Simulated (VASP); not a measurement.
# AlInSb2 (P-4m2) in VASP: further runs, part 2 of 2

VASP 6.6.1. The steps go on from the part before.

### Step 5. Single point, LDA

Contents of INCAR:

```
SYSTEM = AlInSb2
PREC     = Accurate       ! precision mode
ENCUT    = 520            ! plane-wave cutoff, eV
EDIFF    = 1E-6           ! SCF threshold, eV
ISMEAR   = 0              ! smearing method
SIGMA    = 0.05           ! smearing width, eV
LREAL    = .FALSE.        ! projectors in reciprocal space
LASPH    = .TRUE.         ! aspherical terms in the spheres
NELM     = 60             ! most SCF steps
ALGO     = Normal         ! electronic algorithm
ISIF     = 2              ! what is computed and relaxed
LWAVE    = .FALSE.        ! write WAVECAR
LCHARG   = .FALSE.        ! write CHGCAR
NBANDS   = 21             ! bands
```

Contents of KPOINTS:

```
regular mesh
0
G
  8 8 6
  0 0 0
```

Contents of POSCAR:

```
AlInSb2
1.0
    4.3252226885      0.0000000000      0.0000000000
    0.0000000000      4.3252226885      0.0000000000
    0.0000000000      0.0000000000      6.5972621668
Al In Sb
1 1 2
Direct
    0.0000000000      0.0000000000      0.0000000000
    0.5000000000      0.5000000000      0.5000000000
    0.0000000000      0.5000000000      0.2140216278
    0.5000000000      0.0000000000      0.7859783722
```

Potentials or basis: VASP PAW LDA potentials, release 64 (Al, In_d, Sb).

On the command line:

```console
cat potpaw_LDA.64/Al/POTCAR potpaw_LDA.64/In_d/POTCAR potpaw_LDA.64/Sb/POTCAR > POTCAR
mpirun -np 1 vasp_std > vasp.out
```

OUTCAR:

```text
SYSTEM = AlInSb2
   PREC = Accurate
   ENCUT = 520
   EDIFF = 1E-6
   ISMEAR = 0
   LREAL = .FALSE.
   LASPH = .TRUE.
   NELM = 60
   ISIF = 2

 ion  position               nearest neighbor table
   1  0.000  0.000  0.000-   3 2.58   4 2.58   3 2.58   4 2.58
   2  0.500  0.500  0.500-   3 2.87   4 2.87   4 2.87   3 2.87
   3  0.000  0.500  0.214-   1 2.58   1 2.58   2 2.87   2 2.87
   4  0.500  0.000  0.786-   1 2.58   1 2.58   2 2.87   2 2.87

  LATTYP: Found a simple tetragonal cell.
 ALAT       =     4.3252226885
 C/A-ratio  =     1.5253000000

  Lattice vectors:

 A1 = (   4.3252226885,   0.0000000000,   0.0000000000)
 A2 = (   0.0000000000,   4.3252226885,   0.0000000000)
 A3 = (   0.0000000000,   0.0000000000,   6.5972621668)

Analysis of symmetry for initial positions (statically):
=====================================================================
 Subroutine PRICEL returns:
 Original cell was already a primitive cell.

 Routine SETGRP: Setting up the symmetry group for a
 simple tetragonal supercell.

 Subroutine GETGRP returns: Found  8 space group operations
 (whereof  8 operations were pure point group operations)
 out of a pool of 16 trial point group operations.

The static configuration has the point symmetry D_2d.

Analysis of symmetry for dynamics (positions and initial velocities):
=====================================================================
 Subroutine PRICEL returns:
 Original cell was already a primitive cell.

 Routine SETGRP: Setting up the symmetry group for a
 simple tetragonal supercell.

 Subroutine GETGRP returns: Found  8 space group operations
 (whereof  8 operations were pure point group operations)
 out of a pool of 16 trial point group operations.

The dynamic configuration has the point symmetry D_2d.

 Subroutine INISYM returns: Found  8 space group operations
 (whereof  8 operations are pure point group operations),
 and found     1 'primitive' translations

----------------------------------------------------------------------------------------

                                     Primitive cell

  volume of cell :     123.4186

  direct lattice vectors                    reciprocal lattice vectors
     4.325222689  0.000000000  0.000000000     0.231201969  0.000000000  0.000000000
     0.000000000  4.325222689  0.000000000     0.000000000  0.231201969  0.000000000
     0.000000000  0.000000000  6.597262167     0.000000000  0.000000000  0.151578030

  length of vectors
     4.325222689  4.325222689  6.597262167     0.231201969  0.231201969  0.151578030

  position of ions in fractional coordinates (direct lattice)
     0.000000000  0.000000000  0.000000000
     0.500000000  0.500000000  0.500000000
     0.000000000  0.500000000  0.214021628
     0.500000000  0.000000000  0.785978372

  ion indices of the primitive-cell ions
   primitive index   ion index
                 1           1
                 2           2
                 3           3
                 4           4

----------------------------------------------------------------------------------------

 KPOINTS: regular mesh

Automatic generation of k-mesh.
 Grid dimensions read from file:
 generate k-points for:    8    8    6

 Generating k-lattice:

  Cartesian coordinates                     Fractional coordinates (reciprocal lattice)
     0.028900246  0.000000000  0.000000000     0.125000000  0.000000000  0.000000000
     0.000000000  0.028900246  0.000000000     0.000000000  0.125000000  0.000000000
     0.000000000  0.000000000  0.025263005     0.000000000  0.000000000  0.166666667

  Length of vectors
     0.028900246  0.028900246  0.025263005

  Shift w.r.t. Gamma in fractional coordinates (k-lattice)
     0.000000000  0.000000000  0.000000000

 Subroutine IBZKPT returns following result:
 ===========================================

 Found     60 irreducible k-points:

 Following reciprocal coordinates:
            Coordinates               Weight
  0.000000  0.000000  0.000000      1.000000
  0.125000  0.000000  0.000000      4.000000
  0.250000  0.000000  0.000000      4.000000
  0.375000  0.000000  0.000000      4.000000
  0.500000  0.000000  0.000000      2.000000
  0.125000  0.125000  0.000000      4.000000
[... 16 lines left out ...]
  0.375000  0.125000  0.166667     16.000000
  0.500000  0.125000  0.166667      8.000000
 [... further k-points ...]
   k-points           NKPTS =     60   k-points in BZ     NKDIM =     60   number of bands    NBANDS=     21
   number of dos      NEDOS =    301   number of ions     NIONS =      4
   total plane-waves  NPLWV =  51200
   dimension x,y,z NGX =    32 NGY =   32 NGZ =   50
   dimension x,y,z NGXF=    64 NGYF=   64 NGZF=  100
   ions per type =               1   1   2
   NGX,Y,Z   is equivalent  to a cutoff of  12.30, 12.30, 12.60 a.u.
   NGXF,Y,Z  is equivalent  to a cutoff of  24.60, 24.60, 25.20 a.u.
 SYSTEM =  AlInSb2
   PREC   = accura    normal or accurate (medium, high low for compatibility)
   ISTART =      0    job   : 0-new  1-cont  2-samecut
   ICHARG =      2    charge: 1-file 2-atom 10-const
   ISPIN  =      1    spin polarized calculation?
   LNONCOLLINEAR =      F non collinear calculations
   LSORBIT =      F    spin-orbit coupling
   LASPH  =      T    aspherical Exc in radial PAW
   ENCUT  =  520.0 eV  38.22 Ry    6.18 a.u.   8.04  8.04 12.27*2*pi/ulx,y,z
   NELM   =     60;   NELMIN=  2; NELMDL= -5     # of ELM steps
   EDIFF  = 0.1E-05   stopping-criterion for ELM
   LREAL  =      F    real-space projection
   EDIFFG = 0.1E-04   stopping-criterion for IOM
   NSW    =      0    number of steps for IOM
   IBRION =     -1    ionic relax: 0-MD 1-quasi-New 2-CG
   NFREE  =      0    steps in history (QN), initial steepest desc. (CG)
   ISIF   =      2    stress and relaxation
   ISYM   =      2    0-nonsym 1-usesym 2-fastsym
   POTIM  = 0.5000    time-step for ionic-motion
   TEBEG  =    0.0;   TEEND  =   0.0 temperature during run
   PSTRESS=    0.0 pullay stress
   NELECT =      26.0000    total number of electrons
   NUPDOWN=      -1.0000    fix difference up-down
   EMIN   =  10.00;   EMAX   =-10.00  energy-range for DOS
   EFERMI =   0.00;   METHOD = LEGACY
   ISMEAR =     0;   SIGMA  =   0.05  broadening in eV -4-tet -1-fermi 0-gaus
   EFERMI_NEDOS =   21; number of points for ismear=-14 and -15
   IALGO  =     38    algorithm
   IMIX   =      4    mixing-type and parameters
     AMIX     =   0.40;   BMIX     =  1.00
     AMIX_MAG =   1.60;   BMIX_MAG =  1.00
  volume/ion in A,a.u.               =      30.85       208.22
  Fermi-wavevector in a.u.,A,eV,Ry     =   0.974105  1.840791 12.910300  0.948880
  Thomas-Fermi vector in A             =   2.104538
   LORBIT       =      0    0 simple, 1 ext, 2 COOP (PROOUT), +10 PAW based schemes
   GGA     = CA    functional components
   LHFCALC =     F    Hartree Fock is set to
   AEXX    =    0.0000 exact exchange contribution
   IVDW    =     0    specifies the selected vdW correction
   LEPSILON=     F    determine dielectric tensor
   LRPA    =     F    only Hartree local field effects (RPA)
 non-spin polarized calculation
 Gauss-broadening in eV      SIGMA  =   0.05
  energy-cutoff  :      520.00
  volume of cell :      123.42
 maximum number of plane-waves:      3368
   NGX = 17   NGY = 17   NGZ = 25

 number of electron      25.9999993 magnetization

 Free energy of the ion-electron system (eV)
  ---------------------------------------------------
  ext. energy  EPLUGINS =         0.00000000
  ---------------------------------------------------
  free energy    TOTEN  =       -17.22190047 eV

  energy without entropy =      -17.22160879  energy(sigma->0) =      -17.22175463

 E-fermi :   5.1899     XC(G=0):  -9.0280

 val. band max:        5.1756887947   @ k =   0.0000   0.0000   0.0000
 cond. band min:       5.2528684925   @ k =   0.5000   0.0000   0.5000
 fundamental gap:      0.0771796978
 Fermi energy:         5.1898634583

 k-point     1 :       0.0000    0.0000    0.0000
  band No.  band energies     occupation
      1      -9.4617      2.00000
      2      -9.3943      2.00000
      3      -9.3943      2.00000
      4      -9.3573      2.00000
      5      -9.3538      2.00000
      6      -5.9525      2.00000
[... 13 lines left out ...]
     20      10.9201      0.00000
     21      12.1875      0.00000
[... 529 lines left out ...]
 k-point    24 :       0.5000    0.1250    0.1667
  band No.  band energies     occupation
      1      -9.4475      2.00000
      2      -9.4203      2.00000
      3      -9.3940      2.00000
      4      -9.3701      2.00000
      5      -9.3416      2.00000
      6      -4.5395      2.00000
[... 13 lines left out ...]
     20      10.2074      0.00000
     21      10.4205      0.00000

 [... further k-points ...]
[... 5 lines left out ...]
  --------------------------------------------------------------------------------------
  -------------------------------------------------------------------------------------
  Total        1.3715960      1.3715960     -1.6146097      0.0000000      0.0000000      0.0000000
  in kB       17.8055788     17.8055788    -20.9602974      0.0000000      0.0000000      0.0000000
  external PRESSURE =       4.8836201 kB  Pullay stress =       0.0000000 kB

 VOLUME and BASIS-vectors are now :
 -----------------------------------------------------------------------------
  energy-cutoff  :      520.00
  volume of cell :      123.42
      direct lattice vectors                 reciprocal lattice vectors
     4.325222689  0.000000000  0.000000000     0.231201969  0.000000000  0.000000000
     0.000000000  4.325222689  0.000000000     0.000000000  0.231201969  0.000000000
     0.000000000  0.000000000  6.597262167     0.000000000  0.000000000  0.151578030

 POSITION                                       TOTAL-FORCE (eV/Angst)
 -----------------------------------------------------------------------------------
      0.00000      0.00000      0.00000        -0.000000      0.000000      0.000000
      2.16261      2.16261      3.29863        -0.000000     -0.000000      0.000000
      0.00000      2.16261      1.41196         0.000000      0.000000      1.358354
      2.16261      0.00000      5.18531        -0.000000      0.000000     -1.358354
 -----------------------------------------------------------------------------------
    total drift:                                0.000000      0.000000     -0.000000

  FREE ENERGIE OF THE ION-ELECTRON SYSTEM (eV)
  ---------------------------------------------------
  free  energy   TOTEN  =       -17.2219004663 eV

  energy  without entropy=      -17.2216087885  energy(sigma->0) =      -17.22175463
```

Run time: 56 s. Hardware: 1 thread of AMD EPYC 9R45 (Zen 5), shared host; peak memory 0.26 GiB.

What came out:

```yaml
Free_energy: -17.2219 eV
Pressure: 0.5 GPa
Largest_force: 1.358 eV/Å
Band_gap_on_the_k_mesh: zero (bands 13 and 14 overlap by 0.11 eV)
```

Forces in eV/Å, atoms in the order of the input:
```
Al   0.000  0.000  0.000
In   0.000  0.000  0.000
Sb   0.000  0.000  1.358
Sb   0.000  0.000 -1.358
```

Caveat: semilocal functionals underestimate gaps, and a narrow one can read as zero; spin-orbit coupling is left out, which moves the levels of the heavy elements; forces of over 1 eV/Å act on the atoms, so gaps and moduli don't describe the material at rest.

### Step 6. Single point, LDA

This run uses another cell than the first one, of the same volume but with other edges.

Contents of INCAR:

```
SYSTEM = AlInSb2
PREC = Accurate
ENCUT = 520
EDIFF = 1E-6
ISMEAR = 0
SIGMA = 0.05
LREAL = .FALSE.
LASPH = .TRUE.
NELM = 80
ALGO = Normal
ISIF = 2
LWAVE = .FALSE.
LCHARG = .TRUE.
GGA = CA
LELF = .TRUE.
LVHAR = .TRUE.
NBANDS = 21
```

KPOINTS is that of step 5.

Contents of POSCAR:

```
AlInSb2
1.0
    4.3799855185      0.0000000000      0.0000000000
    0.0000000000      4.3799855185      0.0000000000
    0.0000000000      0.0000000000      6.4333227296
Al In Sb
1 1 2
Direct
    0.0000000000      0.0000000000      0.0000000000
    0.5000000000      0.5000000000      0.5000000000
    0.0000000000      0.5000000000      0.1940770864
    0.5000000000      0.0000000000      0.8059229136
```

Potentials or basis: VASP PAW LDA potentials, release 64 (Al, In_d, Sb).

On the command line:

```console
cat potpaw_LDA.64/Al/POTCAR potpaw_LDA.64/In_d/POTCAR potpaw_LDA.64/Sb/POTCAR > POTCAR
mpirun -np 1 vasp_std > vasp.out
```

Run time: 70 s. Hardware: 1 thread of AMD EPYC 9R45 (Zen 5), shared host; peak memory 0.28 GiB.

Results (log left out):

| Item | Value |
| --- | --- |
| Free energy | -16.8106 eV |
| Pressure | 1.5 GPa |
| Largest force | 2.336 eV/Å |
| Band gap on the k mesh | zero (bands 13 and 14 overlap by 0.52 eV) |

Forces on the atoms (eV/Å):
```
Al   0.000  0.000  0.000
In   0.000  0.000  0.000
Sb   0.000  0.000  2.336
Sb   0.000  0.000 -2.336
```

Stress tensor (GPa, compression positive):
```
 2.92  0.00  0.00
 0.00  2.92  0.00
 0.00  0.00 -1.38
```

Levels at points of the mesh, in eV from the Fermi level:
| k point | band 11 | band 12 | band 13 | band 14 | band 15 | band 16 |
| --- | --- | --- | --- | --- | --- | --- |
| (0.00, 0.00, 0.00) | -1.04 | 0.07 | 0.07 | 0.37 | 1.10 | 1.66 |
| (0.50, 0.00, 0.00) | -2.51 | -1.99 | -0.59 | 1.40 | 2.76 | 3.30 |
| (0.50, 0.50, 0.00) | -2.39 | -2.39 | -2.00 | -0.46 | 0.92 | 0.92 |
| (0.00, 0.00, 0.50) | -2.52 | -0.74 | -0.74 | 0.79 | 1.36 | 2.58 |
| (0.50, 0.00, 0.50) | -1.17 | -1.15 | -0.47 | 0.00 | 0.97 | 2.71 |
| (0.50, 0.50, 0.50) | -3.05 | -2.89 | -2.89 | 2.78 | 3.52 | 3.52 |

Caveat: semilocal functionals underestimate gaps, and a narrow one can read as zero; spin-orbit coupling is left out, which moves the levels of the heavy elements; forces of over 1 eV/Å act on the atoms, so gaps and moduli don't describe the material at rest.

### Step 7. Overview

```tsv
cell	gap on the mesh (eV)	pressure (GPa)	largest force (eV/Å)
a = 4.325, b = 4.325, c = 6.597 Å, 4 atoms, atomic positions A	none	1.7	2.44
a = 4.438, b = 4.438, c = 6.267 Å, 4 atoms, atomic positions A	none	1.2	2.22
a = 4.498, b = 4.498, c = 6.099 Å, 4 atoms, atomic positions A	none	0.9	2.04
a = 4.325, b = 4.325, c = 6.597 Å, 4 atoms, atomic positions B	none	0.5	1.36
a = 4.380, b = 4.380, c = 6.433 Å, 4 atoms, atomic positions A	none	1.5	2.34
```

Alike in all rows: task single point; level LDA; potentials or basis VASP PAW LDA potentials, release 64 (Al, In_d, Sb); no spin polarisation; k mesh 8 × 8 × 6; cutoff (eV) 520; smearing gaussian 0.05 eV.

Caveats: semilocal functionals underestimate gaps, and a narrow one can read as zero; spin-orbit coupling is left out, which moves the levels of the heavy elements; forces of over 1 eV/Å act on the atoms, so gaps and moduli don't describe the material at rest; the stress differs along the axes, from -2 to 4 GPa (at least some runs).

Total energies depend on the potentials used, so only differences within one code and one set of settings carry meaning.

The gap in the log of VASP goes by the Fermi energy; the results here count the filled bands.